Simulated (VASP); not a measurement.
# GaSe (P6_3/mmc) in VASP: single point with r2SCAN+rVV10

Aim: the single point of GaSe with r2SCAN+rVV10.

All numbers are computed with VASP 6.6.1; they aren't measurements. Logs are shortened: lines on timing, memory, paths and dates and some standing lists are left out, and cuts for length are marked.

## 1. The cell of the first run

The structure is hexagonal, space group P6_3/mmc (No. 194). The conventional cell has a = 3.754 Å, b = 3.754 Å, c = 16.114 Å, α = 90.00°, β = 90.00°, γ = 120.00°. Ga (site symmetry 3m) has 1 Ga at 2.43 Å and 3 Se at 2.46 Å within 3.2 Å. Se (site symmetry 3m) has 3 Ga at 2.46 Å within 3.2 Å.

## 2. Single point, r2SCAN+rVV10

POSCAR reads:

```
GaSe
1.0
    3.7538614087      0.0000000000      0.0000000000
   -1.8769307043      3.2509393422      0.0000000000
    0.0000000000      0.0000000000     16.1141381679
Ga Se
4 4
Direct
    0.3333333333      0.6666666667      0.1745426764
    0.6666666667      0.3333333333      0.6745426764
    0.3333333333      0.6666666667      0.3254573236
    0.6666666667      0.3333333333      0.8254573236
    0.3333333333      0.6666666667      0.6026786772
    0.6666666667      0.3333333333      0.1026786772
    0.3333333333      0.6666666667      0.8973213228
    0.6666666667      0.3333333333      0.3973213228
```

INCAR.step1 reads:

```
SYSTEM = GaSe
  PREC = Accurate
  ENCUT = 550
  ISMEAR = -1
  SIGMA = 0.02
  LREAL = .False.
  LASPH = .True.
  NELM = 120
  NBANDS = 48
  GGA = PE
  ALGO = Normal
  EDIFF = 1E-5
  LWAVE = .True.
  LCHARG = .False.
  GGA_COMPAT = .False.
```

INCAR.step2 reads:

```
SYSTEM = GaSe
  PREC = Accurate
  ENCUT = 550
  EDIFF = 1E-6
  ISMEAR = -1
  SIGMA = 0.02
  LREAL = .False.
  LASPH = .True.
  NELM = 120
  ALGO = Normal
  ISIF = 2
  LWAVE = .False.
  LCHARG = .True.
  METAGGA = R2SCAN
  LMIXTAU = .True.
  LUSE_VDW = .True.
  IVDW_NL = 2
  BPARAM = 11.95
  CPARAM = 0.0093
  LELF = .True.
  LVHAR = .True.
  NBANDS = 48
  ISTART = 1
  GGA_COMPAT = .False.
```

KPOINTS reads:

```
regular mesh
0
Gamma
  12 12 2
  0 0 0
```

Potentials or basis: VASP PAW PBE potentials, release 64 (Ga_d, Se).

Launch:

```console
> cat potpaw_PBE.64/Ga_d/POTCAR potpaw_PBE.64/Se/POTCAR > POTCAR
> cp INCAR.step1 INCAR
> mpirun -np 1 vasp_std > vasp.out
> cp INCAR.step2 INCAR
> mpirun -np 1 vasp_std > vasp.out
```

OUTCAR:

```text
SYSTEM = GaSe
   PREC = Accurate
   ENCUT = 550
   EDIFF = 1E-6
   ISMEAR = -1
   LREAL = .False.
   LASPH = .True.
   NELM = 120
   ISIF = 2
   METAGGA = R2SCAN
   IVDW_NL = 2
   BPARAM = 11.95
   ISTART = 1

 ion  position               nearest neighbor table
   1  0.333  0.667  0.175-   3 2.43   6 2.46   6 2.46   6 2.46
   2  0.667  0.333  0.675-   4 2.43   5 2.46   5 2.46   5 2.46
   3  0.333  0.667  0.325-   1 2.43   8 2.46   8 2.46   8 2.46
   4  0.667  0.333  0.825-   2 2.43   7 2.46   7 2.46   7 2.46
   5  0.333  0.667  0.603-   2 2.46   2 2.46   2 2.46
   6  0.667  0.333  0.103-   1 2.46   1 2.46   1 2.46
   7  0.333  0.667  0.897-   4 2.46   4 2.46   4 2.46
   8  0.667  0.333  0.397-   3 2.46   3 2.46   3 2.46

  LATTYP: Found a hexagonal cell.
 ALAT       =     3.7538614087
 C/A-ratio  =     4.2926832969

  Lattice vectors:

 A1 = (   3.7538614087,   0.0000000000,   0.0000000000)
 A2 = (  -1.8769307043,   3.2509393422,   0.0000000000)
 A3 = (   0.0000000000,   0.0000000000,  16.1141381679)

Analysis of symmetry for initial positions (statically):
=====================================================================
 Subroutine PRICEL returns:
 Original cell was already a primitive cell.

 Routine SETGRP: Setting up the symmetry group for a
 hexagonal supercell.

 Subroutine GETGRP returns: Found 24 space group operations
 (whereof 12 operations were pure point group operations)
 out of a pool of 24 trial point group operations.

The static configuration has the point symmetry D_3d.
 The point group associated with its full space group is D_6h.

Analysis of symmetry for dynamics (positions and initial velocities):
=====================================================================
 Subroutine PRICEL returns:
 Original cell was already a primitive cell.

 Routine SETGRP: Setting up the symmetry group for a
 hexagonal supercell.

 Subroutine GETGRP returns: Found 24 space group operations
 (whereof 12 operations were pure point group operations)
 out of a pool of 24 trial point group operations.

The dynamic configuration has the point symmetry D_3d.
 The point group associated with its full space group is D_6h.

 Subroutine INISYM returns: Found 24 space group operations
 (whereof 12 operations are pure point group operations),
 and found     1 'primitive' translations

----------------------------------------------------------------------------------------

                                     Primitive cell

  volume of cell :     196.6501

  direct lattice vectors                    reciprocal lattice vectors
     3.753861409  0.000000000  0.000000000     0.266392360  0.153801701  0.000000000
    -1.876930704  3.250939342  0.000000000     0.000000000  0.307603402  0.000000000
     0.000000000  0.000000000 16.114138168     0.000000000  0.000000000  0.062057306

  length of vectors
     3.753861409  3.753861409 16.114138168     0.307603402  0.307603402  0.062057306

  position of ions in fractional coordinates (direct lattice)
     0.333333333  0.666666667  0.174542676
     0.666666667  0.333333333  0.674542676
     0.333333333  0.666666667  0.325457324
     0.666666667  0.333333333  0.825457324
     0.333333333  0.666666667  0.602678677
     0.666666667  0.333333333  0.102678677
     0.333333333  0.666666667  0.897321323
     0.666666667  0.333333333  0.397321323

  ion indices of the primitive-cell ions
   primitive index   ion index
                 1           1
                 2           2
                 3           3
                 4           4
                 5           5
                 6           6
                 7           7
                 8           8

----------------------------------------------------------------------------------------

 KPOINTS: regular mesh

Automatic generation of k-mesh.
 Grid dimensions read from file:
 generate k-points for:   12   12    2

 Generating k-lattice:

  Cartesian coordinates                     Fractional coordinates (reciprocal lattice)
     0.022199363  0.012816808  0.000000000     0.083333333  0.000000000  0.000000000
     0.000000000  0.025633617  0.000000000     0.000000000  0.083333333  0.000000000
     0.000000000  0.000000000  0.031028653     0.000000000  0.000000000  0.500000000

  Length of vectors
     0.025633617  0.025633617  0.031028653

  Shift w.r.t. Gamma in fractional coordinates (k-lattice)
     0.000000000  0.000000000  0.000000000

 Subroutine IBZKPT returns following result:
 ===========================================

 Found     38 irreducible k-points:

 Following reciprocal coordinates:
            Coordinates               Weight
  0.000000  0.000000  0.000000      1.000000
  0.083333 -0.000000  0.000000      6.000000
  0.166667  0.000000  0.000000      6.000000
  0.250000 -0.000000  0.000000      6.000000
  0.333333 -0.000000  0.000000      6.000000
  0.416667 -0.000000  0.000000      6.000000
[... 16 lines left out ...]
  0.250000 -0.000000  0.500000      6.000000
  0.333333 -0.000000  0.500000      6.000000
 [... further k-points ...]
   k-points           NKPTS =     38   k-points in BZ     NKDIM =     38   number of bands    NBANDS=     48
   number of dos      NEDOS =    301   number of ions     NIONS =      8
   total plane-waves  NPLWV = 113400
   dimension x,y,z NGX =    30 NGY =   30 NGZ =  126
   dimension x,y,z NGXF=    60 NGYF=   60 NGZF=  252
   ions per type =               4   4
   NGX,Y,Z   is equivalent  to a cutoff of  13.29, 13.29, 13.00 a.u.
   NGXF,Y,Z  is equivalent  to a cutoff of  26.57, 26.57, 26.00 a.u.
 SYSTEM =  GaSe
   PREC   = accura    normal or accurate (medium, high low for compatibility)
   ISTART =      1    job   : 0-new  1-cont  2-samecut
   ICHARG =      0    charge: 1-file 2-atom 10-const
   ISPIN  =      1    spin polarized calculation?
   LNONCOLLINEAR =      F non collinear calculations
   LSORBIT =      F    spin-orbit coupling
   LASPH  =      T    aspherical Exc in radial PAW
   ENCUT  =  550.0 eV  40.42 Ry    6.36 a.u.   7.18  7.18 30.81*2*pi/ulx,y,z
   NELM   =    120;   NELMIN=  2; NELMDL=  0     # of ELM steps
   EDIFF  = 0.1E-05   stopping-criterion for ELM
   LREAL  =      F    real-space projection
   EDIFFG = 0.1E-04   stopping-criterion for IOM
   NSW    =      0    number of steps for IOM
   IBRION =     -1    ionic relax: 0-MD 1-quasi-New 2-CG
   NFREE  =      0    steps in history (QN), initial steepest desc. (CG)
   ISIF   =      2    stress and relaxation
   ISYM   =      2    0-nonsym 1-usesym 2-fastsym
   POTIM  = 0.5000    time-step for ionic-motion
   TEBEG  =    0.0;   TEEND  =   0.0 temperature during run
   PSTRESS=    0.0 pullay stress
   NELECT =      76.0000    total number of electrons
   NUPDOWN=      -1.0000    fix difference up-down
   EMIN   =  10.00;   EMAX   =-10.00  energy-range for DOS
   EFERMI =   0.00;   METHOD = LEGACY
   ISMEAR =    -1;   SIGMA  =   0.02  broadening in eV -4-tet -1-fermi 0-gaus
   EFERMI_NEDOS =   21; number of points for ismear=-14 and -15
   IALGO  =     38    algorithm
   IMIX   =      4    mixing-type and parameters
     AMIX     =   0.40;   BMIX     =  1.00
     AMIX_MAG =   1.60;   BMIX_MAG =  1.00
  volume/ion in A,a.u.               =      24.58       165.88
  Fermi-wavevector in a.u.,A,eV,Ry     =   1.192471  2.253444 19.347321  1.421988
  Thomas-Fermi vector in A             =   2.328509
   LORBIT       =      0    0 simple, 1 ext, 2 COOP (PROOUT), +10 PAW based schemes
   METAGGA = R2SCAN    functional components
   LHFCALC =     F    Hartree Fock is set to
   AEXX    =    0.0000 exact exchange contribution
   IVDW_NL    =     2    kernel type
   BPARAM     =11.9500
   IVDW    =     0    specifies the selected vdW correction
   LEPSILON=     F    determine dielectric tensor
   LRPA    =     F    only Hartree local field effects (RPA)
 non-spin polarized calculation
  energy-cutoff  :      550.00
  volume of cell :      196.65
 maximum number of plane-waves:      5811
 NGX is ok and might be reduce to    30
   NGX = 15   NGY = 15   NGZ = 61

 number of electron      76.0000022 magnetization

 Free energy of the ion-electron system (eV)
  ---------------------------------------------------
  ext. energy  EPLUGINS =         0.00000000
  ---------------------------------------------------
  free energy    TOTEN  =      -106.16052655 eV

  energy without entropy =     -106.16052655  energy(sigma->0) =     -106.16052655

 E-fermi :   3.5058     XC(G=0):  -9.9064

 val. band max:        3.1040531404   @ k =   0.0000   0.0000   0.0000
 cond. band min:       4.5392706291   @ k =   0.0000   0.0000   0.0000
 fundamental gap:      1.4352174887
 Fermi energy:         3.5057844997

 k-point     1 :       0.0000    0.0000    0.0000
  band No.  band energies     occupation
      1     -12.5167      2.00000
      2     -12.5154      2.00000
      3     -12.3836      2.00000
      4     -12.3836      2.00000
      5     -12.3834      2.00000
      6     -12.3834      2.00000
[... 40 lines left out ...]
     47       8.8361      0.00000
     48       8.8361      0.00000

 k-point     2 :       0.0833   -0.0000    0.0000
  band No.  band energies     occupation
      1     -12.5193      2.00000
      2     -12.5174      2.00000
      3     -12.4094      2.00000
      4     -12.4058      2.00000
      5     -12.3824      2.00000
      6     -12.3823      2.00000
[... 40 lines left out ...]
     47       8.5489      0.00000
     48       8.8107      0.00000

 k-point     3 :       0.1667    0.0000    0.0000
  band No.  band energies     occupation
      1     -12.5338      2.00000
      2     -12.5289      2.00000
      3     -12.4508      2.00000
      4     -12.4455      2.00000
      5     -12.4203      2.00000
      6     -12.4090      2.00000
[... 1060 lines left out ...]
     47       8.2167      0.00000
     48       8.2167      0.00000

 k-point    24 :       0.3333   -0.0000    0.5000
  band No.  band energies     occupation
      1     -12.5986      2.00000
      2     -12.5986      2.00000
      3     -12.5134      2.00000
      4     -12.5134      2.00000
      5     -12.4700      2.00000
      6     -12.4700      2.00000
[... 40 lines left out ...]
     47       8.0887      0.00000
     48       8.0887      0.00000

 [... further k-points ...]

------------------------ aborting loop because EDIFF is reached ----------------------------------------

  FORCE on cell =-STRESS in cart. coord.  units (eV):
  Direction    XX          YY          ZZ          XY          YZ          ZX
  --------------------------------------------------------------------------------------
  -------------------------------------------------------------------------------------
  Total        0.1881662      0.1881662      0.1526167      0.0000000     -0.0000000      0.0000000
  in kB        1.5330558      1.5330558      1.2434220      0.0000000     -0.0000000      0.0000000
  external PRESSURE =       1.4365112 kB  Pullay stress =       0.0000000 kB

 VOLUME and BASIS-vectors are now :
 -----------------------------------------------------------------------------
  energy-cutoff  :      550.00
  volume of cell :      196.65
      direct lattice vectors                 reciprocal lattice vectors
     3.753861409  0.000000000  0.000000000     0.266392360  0.153801701  0.000000000
    -1.876930704  3.250939342  0.000000000     0.000000000  0.307603402  0.000000000
     0.000000000  0.000000000 16.114138168     0.000000000  0.000000000  0.062057306

 POSITION                                       TOTAL-FORCE (eV/Angst)
 -----------------------------------------------------------------------------------
     -0.00000      2.16729      2.81260        -0.000000      0.000000      0.030179
      1.87693      1.08365     10.86967         0.000000      0.000000      0.030179
     -0.00000      2.16729      5.24446         0.000000     -0.000000     -0.030179
      1.87693      1.08365     13.30153        -0.000000     -0.000000     -0.030179
     -0.00000      2.16729      9.71165        -0.000000     -0.000000     -0.029223
      1.87693      1.08365      1.65458        -0.000000     -0.000000     -0.029223
     -0.00000      2.16729     14.45956        -0.000000      0.000000      0.029223
      1.87693      1.08365      6.40249         0.000000     -0.000000      0.029223
 -----------------------------------------------------------------------------------
    total drift:                               -0.000000      0.000000     -0.000000

  FREE ENERGIE OF THE ION-ELECTRON SYSTEM (eV)
  ---------------------------------------------------
  free  energy   TOTEN  =      -106.1605265529 eV

  energy  without entropy=     -106.1605265529  energy(sigma->0) =     -106.16052655
```

It took 22 min on 1 thread of AMD EPYC 9R45 (Zen 5), shared host; peak memory 0.92 GiB.

What came out:

```yaml
Free_energy: -106.1605 eV
Pressure: 0.1 GPa
Largest_force: 0.030 eV/Å
Band_gap_on_the_k_mesh: 1.44 eV
```

Forces on the atoms (eV/Å):
```
Ga   0.000  0.000  0.030
Ga   0.000  0.000  0.030
Ga   0.000  0.000 -0.030
Ga   0.000  0.000 -0.030
Se   0.000  0.000 -0.029
Se   0.000  0.000 -0.029
Se   0.000  0.000  0.029
Se   0.000  0.000  0.029
```

Levels at points of the mesh, in eV from the valence-band top:
| k point | band 35 | band 36 | band 37 | band 38 | band 39 | band 40 | band 41 | band 42 |
| --- | --- | --- | --- | --- | --- | --- | --- | --- |
| (0.00, 0.00, 0.00) | -1.38 | -1.27 | -1.27 | 0.00 | 1.44 | 2.28 | 2.63 | 2.76 |
| (0.50, 0.00, 0.00) | -2.51 | -2.44 | -2.36 | -1.92 | 1.47 | 1.57 | 2.06 | 2.22 |
| (0.00, 0.00, 0.50) | -1.31 | -1.31 | -0.80 | -0.80 | 1.96 | 1.96 | 2.69 | 2.69 |
| (0.50, 0.00, 0.50) | -2.58 | -2.58 | -2.19 | -2.19 | 1.73 | 1.73 | 1.92 | 1.92 |

Caveat: the PAW data sets were made with another functional, which shifts forces and pressure a little. r2SCAN opens gaps a little over a GGA but as a rule still falls short of measured ones.
